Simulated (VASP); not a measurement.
# Ni (Fm-3m) in VASP: single point with PBE

Aim: the single point of Ni with PBE.

Everything below comes from runs of VASP 6.6.1. Logs are shortened: lines on timing, memory, paths and dates and some standing lists are left out, and cuts for length are marked.

## Step 1: The cell of the first run

The structure is cubic, space group Fm-3m (No. 225). The conventional cell has a = 3.377 Å, b = 3.377 Å, c = 3.377 Å, α = 90.00°, β = 90.00°, γ = 90.00°. Within 3.2 Å of Ni (site symmetry m-3m) lie 12 Ni at 2.39 Å.

## Step 2: Single point, PBE, collinear spin, ferromagnetic start (Ti replaced by Ni, lengths x 0.865, strained)

Contents of INCAR:

```
PREC = Accurate
ENCUT = 600
EDIFF = 1E-6
ISMEAR = 0
SIGMA = 0.1
LREAL = False
LASPH = True
NELM = 200
ALGO = Normal
ISIF = 2
LWAVE = False
LCHARG = True
ISPIN = 2
MAGMOM = 2
LORBIT = 11
LMAXMIX = 4
GGA = PE
LELF = True
LVHAR = True
NBANDS = 15
GGA_COMPAT = False
```

Contents of KPOINTS:

```
regular mesh
0
Gamma
  10 10 10
```

Contents of POSCAR:

```
Ni
1.0
    0.0000000000      1.6883810440      1.6883810440
    1.6883810440      0.0000000000      1.6883810440
    1.6883810440      1.6883810440      0.0000000000
Ni
1
Direct
    0.0000000000      0.0000000000      0.0000000000
```

Potentials or basis: VASP PAW PBE potentials, release 64 (Ni).

Run with:

```bash
$ cat potpaw_PBE.64/Ni/POTCAR > POTCAR
$ mpirun -np 1 vasp_std > vasp.out
```

OUTCAR:

```text
PREC = Accurate
   ENCUT = 600
   EDIFF = 1E-6
   ISMEAR = 0
   LREAL = False
   LASPH = True
   NELM = 200
   ISIF = 2
   ISPIN = 2
   LORBIT = 11
   GGA = PE

 ion  position               nearest neighbor table
   1  0.000  0.000  0.000-

  LATTYP: Found a face centered cubic cell.
 ALAT       =     3.3767620880

  Lattice vectors:

 A1 = (   0.0000000000,   1.6883810440,   1.6883810440)
 A2 = (   1.6883810440,   0.0000000000,   1.6883810440)
 A3 = (   1.6883810440,   1.6883810440,   0.0000000000)

Analysis of symmetry for initial positions (statically):
=====================================================================
 Subroutine PRICEL returns:
 Original cell was already a primitive cell.

 Routine SETGRP: Setting up the symmetry group for a
 face centered cubic supercell.

 Subroutine GETGRP returns: Found 48 space group operations
 (whereof 48 operations were pure point group operations)
 out of a pool of 48 trial point group operations.

The static configuration has the point symmetry O_h .

Analysis of symmetry for dynamics (positions and initial velocities):
=====================================================================
 Subroutine PRICEL returns:
 Original cell was already a primitive cell.

 Routine SETGRP: Setting up the symmetry group for a
 face centered cubic supercell.

 Subroutine GETGRP returns: Found 48 space group operations
 (whereof 48 operations were pure point group operations)
 out of a pool of 48 trial point group operations.

The dynamic configuration has the point symmetry O_h .

Analysis of structural, dynamic, and magnetic symmetry:
=====================================================================
 Subroutine PRICEL returns:
 Original cell was already a primitive cell.

 Routine SETGRP: Setting up the symmetry group for a
 face centered cubic supercell.

 Subroutine GETGRP returns: Found 48 space group operations
 (whereof 48 operations were pure point group operations)
 out of a pool of 48 trial point group operations.

The overall configuration has the point symmetry O_h .

 Subroutine INISYM returns: Found 48 space group operations
 (whereof 48 operations are pure point group operations),
 and found     1 'primitive' translations

----------------------------------------------------------------------------------------

                                     Primitive cell

  volume of cell :       9.6259

  direct lattice vectors                    reciprocal lattice vectors
     0.000000000  1.688381044  1.688381044    -0.296141681  0.296141681  0.296141681
     1.688381044  0.000000000  1.688381044     0.296141681 -0.296141681  0.296141681
     1.688381044  1.688381044  0.000000000     0.296141681  0.296141681 -0.296141681

  length of vectors
     2.387731371  2.387731371  2.387731371     0.512932437  0.512932437  0.512932437

  position of ions in fractional coordinates (direct lattice)
     0.000000000  0.000000000  0.000000000

  ion indices of the primitive-cell ions
   primitive index   ion index
                 1           1

----------------------------------------------------------------------------------------

 KPOINTS: regular mesh

Automatic generation of k-mesh.
 Grid dimensions read from file:
 generate k-points for:   10   10   10

 Generating k-lattice:

  Cartesian coordinates                     Fractional coordinates (reciprocal lattice)
    -0.029614168  0.029614168  0.029614168     0.100000000  0.000000000  0.000000000
     0.029614168 -0.029614168  0.029614168     0.000000000  0.100000000  0.000000000
     0.029614168  0.029614168 -0.029614168     0.000000000  0.000000000  0.100000000

  Length of vectors
     0.051293244  0.051293244  0.051293244

  Shift w.r.t. Gamma in fractional coordinates (k-lattice)
     0.000000000  0.000000000  0.000000000

 Subroutine IBZKPT returns following result:
 ===========================================

 Found     47 irreducible k-points:

 Following reciprocal coordinates:
            Coordinates               Weight
  0.000000  0.000000  0.000000      1.000000
  0.100000  0.000000  0.000000      8.000000
  0.200000  0.000000  0.000000      8.000000
  0.300000  0.000000  0.000000      8.000000
  0.400000  0.000000  0.000000      8.000000
  0.500000  0.000000  0.000000      4.000000
[... 16 lines left out ...]
  0.300000  0.300000  0.000000      6.000000
  0.400000  0.300000  0.000000     24.000000
 [... further k-points ...]
   k-points           NKPTS =     47   k-points in BZ     NKDIM =     47   number of bands    NBANDS=     15
   number of dos      NEDOS =    301   number of ions     NIONS =      1
   total plane-waves  NPLWV =   8000
   dimension x,y,z NGX =    20 NGY =   20 NGZ =   20
   dimension x,y,z NGXF=    40 NGYF=   40 NGZF=   40
   ions per type =               1
   NGX,Y,Z   is equivalent  to a cutoff of  13.93, 13.93, 13.93 a.u.
   NGXF,Y,Z  is equivalent  to a cutoff of  27.85, 27.85, 27.85 a.u.
 SYSTEM =  unknown system
   PREC   = accura    normal or accurate (medium, high low for compatibility)
   ISTART =      0    job   : 0-new  1-cont  2-samecut
   ICHARG =      2    charge: 1-file 2-atom 10-const
   ISPIN  =      2    spin polarized calculation?
   LNONCOLLINEAR =      F non collinear calculations
   LSORBIT =      F    spin-orbit coupling
   LASPH  =      T    aspherical Exc in radial PAW
   ENCUT  =  600.0 eV  44.10 Ry    6.64 a.u.   4.77  4.77  4.77*2*pi/ulx,y,z
   NELM   =    200;   NELMIN=  2; NELMDL= -5     # of ELM steps
   EDIFF  = 0.1E-05   stopping-criterion for ELM
   LREAL  =      F    real-space projection
[... 7 lines left out ...]
   TEBEG  =    0.0;   TEEND  =   0.0 temperature during run
   PSTRESS=    0.0 pullay stress
   NELECT =      10.0000    total number of electrons
   NUPDOWN=      -1.0000    fix difference up-down
   EMIN   =  10.00;   EMAX   =-10.00  energy-range for DOS
   EFERMI =   0.00;   METHOD = LEGACY
   ISMEAR =     0;   SIGMA  =   0.10  broadening in eV -4-tet -1-fermi 0-gaus
   EFERMI_NEDOS =   21; number of points for ismear=-14 and -15
   IALGO  =     38    algorithm
   IMIX   =      4    mixing-type and parameters
     AMIX     =   0.40;   BMIX     =  1.00
     AMIX_MAG =   1.60;   BMIX_MAG =  1.00
  volume/ion in A,a.u.               =       9.63        64.96
  Fermi-wavevector in a.u.,A,eV,Ry     =   1.658038  3.133237 37.403621  2.749089
  Thomas-Fermi vector in A             =   2.745687
   LORBIT       =     11    0 simple, 1 ext, 2 COOP (PROOUT), +10 PAW based schemes
   GGA     = PE    functional components
   LHFCALC =     F    Hartree Fock is set to
   AEXX    =    0.0000 exact exchange contribution
   IVDW    =     0    specifies the selected vdW correction
   LEPSILON=     F    determine dielectric tensor
   LRPA    =     F    only Hartree local field effects (RPA)
 spin polarized calculation
 Gauss-broadening in eV      SIGMA  =   0.10
  energy-cutoff  :      600.00
  volume of cell :        9.63
 maximum number of plane-waves:       332
   NGX =  9   NGY =  9   NGZ =  9

 number of electron      10.0000005 magnetization       0.6709322

 Free energy of the ion-electron system (eV)
  ---------------------------------------------------
  ext. energy  EPLUGINS =         0.00000000
  ---------------------------------------------------
  free energy    TOTEN  =        -5.35830301 eV

  energy without entropy =       -5.35049655  energy(sigma->0) =       -5.35439978

 E-fermi :  11.2440     XC(G=0): -13.9951

 val. band max:       11.2371435333   @ k =   0.5000   0.3000   0.1000
 cond. band min:      11.2484712896   @ k =   0.4000   0.4000   0.0000
 fundamental gap:      0.0113277563
 Fermi energy:        11.2439512934

 spin component 1

 k-point     1 :       0.0000    0.0000    0.0000
  band No.  band energies     occupation
      1       1.3242      1.00000
      2       8.4251      1.00000
      3       8.4251      1.00000
      4       8.4251      1.00000
      5       9.8237      1.00000
      6       9.8237      1.00000
      7      35.9768      0.00000
      8      40.8125      0.00000
      9      40.8125      0.00000
     10      40.8125      0.00000
     11      44.2557      0.00000
     12      44.2557      0.00000
     13      44.2557      0.00000
     14      46.8410      0.00000
     15      54.6804      0.00000
[... 397 lines left out ...]
 k-point    24 :       0.4000    0.3000    0.0000
  band No.  band energies     occupation
      1       5.8748      1.00000
      2       6.7939      1.00000
      3       9.2674      1.00000
      4       9.9398      1.00000
      5      10.6030      1.00000
      6      11.3150      0.15752
      7      26.3486      0.00000
      8      27.6289      0.00000
      9      29.5444      0.00000
     10      34.1444      0.00000
     11      39.3632      0.00000
     12      54.3352      0.00000
     13      54.7064      0.00000
     14      56.7447      0.00000
     15      60.6208      0.00000

 [... further k-points ...]

 spin component 2

 k-point     1 :       0.0000    0.0000    0.0000
  band No.  band energies     occupation
      1       1.3140      1.00000
      2       9.2202      1.00000
      3       9.2203      1.00000
      4       9.2203      1.00000
      5      10.4536      1.00000
      6      10.4536      1.00000
      7      35.8442      0.00000
      8      40.8015      0.00000
      9      40.8015      0.00000
     10      40.8015      0.00000
     11      44.3953      0.00000
     12      44.3953      0.00000
     13      44.3953      0.00000
     14      46.7490      0.00000
     15      54.9517      0.00000
[... 397 lines left out ...]
 k-point    24 :       0.4000    0.3000    0.0000
  band No.  band energies     occupation
      1       6.1177      1.00000
      2       7.4566      1.00000
      3       9.8215      1.00000
      4      10.7029      1.00000
      5      11.3624      0.04690
      6      11.8859      0.00000
      7      26.4834      0.00000
      8      27.7700      0.00000
      9      29.6250      0.00000
     10      34.2856      0.00000
     11      39.5281      0.00000
     12      54.3480      0.00000
     13      54.7891      0.00000
     14      58.1808      0.00000
     15      60.7045      0.00000

 [... further k-points ...]

------------------------ aborting loop because EDIFF is reached ----------------------------------------

  FORCE on cell =-STRESS in cart. coord.  units (eV):
  Direction    XX          YY          ZZ          XY          YZ          ZX
  --------------------------------------------------------------------------------------
  -------------------------------------------------------------------------------------
  Total        1.9892204      1.9892204      1.9892204     -0.0000000     -0.0000000     -0.0000000
  in kB      331.0945906    331.0945906    331.0945906     -0.0000000     -0.0000000     -0.0000000
  external PRESSURE =     331.0945906 kB  Pullay stress =       0.0000000 kB

 VOLUME and BASIS-vectors are now :
 -----------------------------------------------------------------------------
  energy-cutoff  :      600.00
  volume of cell :        9.63
      direct lattice vectors                 reciprocal lattice vectors
     0.000000000  1.688381044  1.688381044    -0.296141681  0.296141681  0.296141681
     1.688381044  0.000000000  1.688381044     0.296141681 -0.296141681  0.296141681
     1.688381044  1.688381044  0.000000000     0.296141681  0.296141681 -0.296141681

 POSITION                                       TOTAL-FORCE (eV/Angst)
 -----------------------------------------------------------------------------------
      0.00000      0.00000      0.00000         0.000000      0.000000      0.000000
 -----------------------------------------------------------------------------------
    total drift:                                0.000000     -0.000000      0.000000

  FREE ENERGIE OF THE ION-ELECTRON SYSTEM (eV)
  ---------------------------------------------------
  free  energy   TOTEN  =        -5.3583030105 eV

  energy  without entropy=       -5.3504965452  energy(sigma->0) =       -5.35439978

 total charge

# of ion       s       p       d       tot
------------------------------------------
    1        0.556   0.619   8.382   9.557

 magnetization (x)

# of ion       s       p       d       tot
------------------------------------------
    1       -0.004  -0.024   0.699   0.670
```

Run time: 32 s. Hardware: 1 thread of Intel Xeon 8259CL, shared host; peak memory 0.14 GiB.

Results:

```yaml
Free_energy: -5.3583 eV
Pressure: 33.1 GPa
Net_moment: 0.67 μB per cell
Site_moments: Ni +0.67 μB
Valence_electrons_inside_the_program's_atomic_spheres: Ni 9.56
```

Levels at points of the mesh, in eV from the Fermi level:
Spin up:
| k point | band 3 | band 4 | band 5 | band 6 | band 7 | band 8 |
| --- | --- | --- | --- | --- | --- | --- |
| (0.00, 0.00, 0.00) | -2.82 | -2.82 | -1.42 | -1.42 | 24.73 | 29.57 |
| (0.50, 0.00, 0.00) | -2.81 | -0.62 | -0.62 | -0.55 | 6.56 | 23.16 |
| (0.50, 0.50, 0.00) | -0.57 | -0.46 | -0.46 | 2.51 | 10.33 | 15.98 |
Spin down:
```tsv
k point	band 3	band 4	band 5	band 6	band 7	band 8
(0.00, 0.00, 0.00)	-2.02	-2.02	-0.79	-0.79	24.60	29.56
(0.50, 0.00, 0.00)	-2.16	-0.58	0.19	0.19	7.03	23.05
(0.50, 0.50, 0.00)	0.09	0.46	0.46	2.50	10.62	16.02
```

Caveat: the cell differs from its parent crystal (Ti replaced by Ni, lengths x 0.865, strained).
